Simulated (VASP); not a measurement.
Input of a VASP 6.6.1 run:

Contents of POSCAR:

```
ZnS
1.0
    3.8067217533      0.0000000000      0.0000000000
   -1.9033608766      3.2967177435      0.0000000000
    0.0000000000      0.0000000000      6.2457351331
Zn S
2 2
Direct
    0.3334537588      0.6667869243      0.0053919801
    0.6665468050      0.3332146550      0.5054660081
    0.3332302661      0.6665629986      0.3795755416
    0.6667691700      0.3334354220      0.8795664701
```

The input INCAR.step1:

```
ALGO     = Normal         # electronic algorithm
EDIFF    = 1E-4           # SCF threshold, eV
ENCUT    = 520            # plane-wave cutoff, eV
GGA      = PE             # functional
ISMEAR   = 0              # smearing method
LASPH    = T              # aspherical terms in the spheres
LCHARG   = F              # write CHGCAR
LREAL    = F              # projectors in reciprocal space
LWAVE    = T              # write WAVECAR
NBANDS   = 26             # bands
NELM     = 60             # most SCF steps
PREC     = Accurate       # precision mode
SIGMA    = 0.05           # smearing width, eV
```

The input INCAR.step2:

```
ALGO     = Normal         # electronic algorithm
EDIFF    = 1E-6           # SCF threshold, eV
ENCUT    = 520            # plane-wave cutoff, eV
ISIF     = 2              # what is computed and relaxed
ISMEAR   = 0              # smearing method
ISTART   = 1            
LASPH    = T              # aspherical terms in the spheres
LCHARG   = T              # write CHGCAR
LELF     = T              # ELF
LMIXTAU  = T            
LREAL    = F              # projectors in reciprocal space
LVHAR    = T            
LWAVE    = F              # write WAVECAR
METAGGA  = R2SCAN         # meta-GGA
NBANDS   = 26             # bands
NELM     = 60             # most SCF steps
PREC     = Accurate       # precision mode
SIGMA    = 0.05           # smearing width, eV
```

File KPOINTS:

```
k-points
0
Gamma
  6 6 4
```

Potentials or basis: VASP PAW PBE potentials, release 64 (Zn, S).

Run with:

```sh
$ cat potpaw_PBE.64/Zn/POTCAR potpaw_PBE.64/S/POTCAR > POTCAR
$ cp INCAR.step1 INCAR
$ mpirun -np 1 vasp_std > vasp.out
$ cp INCAR.step2 INCAR
$ mpirun -np 1 vasp_std > vasp.out
```

(1) What does it give for the band gap on the k mesh?

(2) Predict the pressure.

Results:

(1) 2.78 eV.

(2) 0.1 GPa.

Caveat: the PAW data sets were made with another functional, which shifts forces and pressure a little.
